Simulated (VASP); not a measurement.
## Cu: relaxation of volume and atoms at fixed shape with PBEsol

Cu:

```
CELL_PARAMETERS angstrom
-1.44279 1.44279 1.37608
1.44279 -1.44279 1.37608
1.44279 1.44279 -1.37608
ATOMIC_POSITIONS crystal
Cu 0.00000 0.00000 0.00000
```

```yaml
Program: VASP 6.6.1
Task: relaxation of volume and atoms at fixed shape
Functional: PBEsol
Potentials_or_basis: VASP PAW PBE potentials, release 64 (Cu)
Cutoff: 600 eV
k_mesh: 14 × 14 × 14
Occupations: methfessel-paxton, width 0.1 eV
Spin: no spin polarisation
Dipole_correction: no
Further_INCAR_settings: ALGO = Normal; EDIFF = 1e-06; IBRION = 2; EDIFFG = -0.03; NSW = 60; ISIF = 8
```

```json
{
  "Relaxed volume": "11.38 Å³/atom",
  "Relaxed cell": "a = 2.456 Å, b = 2.456 Å, c = 2.456 Å, α = 108.22°, β = 108.22°, γ = 112.01°",
  "Space group after relaxing (to 0.05 Å)": "I4/mmm (No. 139)",
  "Energy gained by relaxing": "0.1 meV/atom",
  "Ionic steps": "2",
  "Pressure after relaxing": "0.4 GPa"
}
```

Stress tensor (GPa, compression positive):
```
0.59 0.00 0.00
0.00 0.59 0.00
0.00 0.00 0.01
```

Final structure:
```yaml
crystal:
  lattice:
    - [-1.43964, 1.43964, 1.37307]
    - [1.43964, -1.43964, 1.37307]
    - [1.43964, 1.43964, -1.37307]
  atoms:
    - { symbol: Cu, position: [0.00000, 0.00000, 0.00000] }
```

Levels at points of the mesh, in eV from the Fermi level:
| k point | band 2 | band 3 | band 4 | band 5 | band 6 | band 7 | band 8 | band 9 |
| --- | --- | --- | --- | --- | --- | --- | --- | --- |
| (0.00, 0.00, 0.00) | -3.36 | -3.17 | -3.17 | -2.28 | -2.07 | 24.91 | 24.91 | 26.16 |
| (0.50, 0.00, 0.00) | -4.07 | -2.19 | -1.97 | -1.39 | -0.60 | 4.70 | 17.37 | 17.50 |
| (0.50, 0.50, 0.00) | -3.83 | -2.35 | -2.10 | -1.41 | -0.97 | 4.18 | 18.62 | 18.93 |
| (0.50, 0.50, 0.50) | -4.84 | -1.59 | -1.59 | -1.54 | 7.71 | 7.71 | 9.56 | 13.38 |

Run time: 16 s on 1 thread of Intel(R) Xeon(R) 6975P-C (Granite Rapids), on a shared host, peak memory 0.15 GiB.

Caveat: the PAW data sets were made with another functional, which shifts forces and pressure a little.
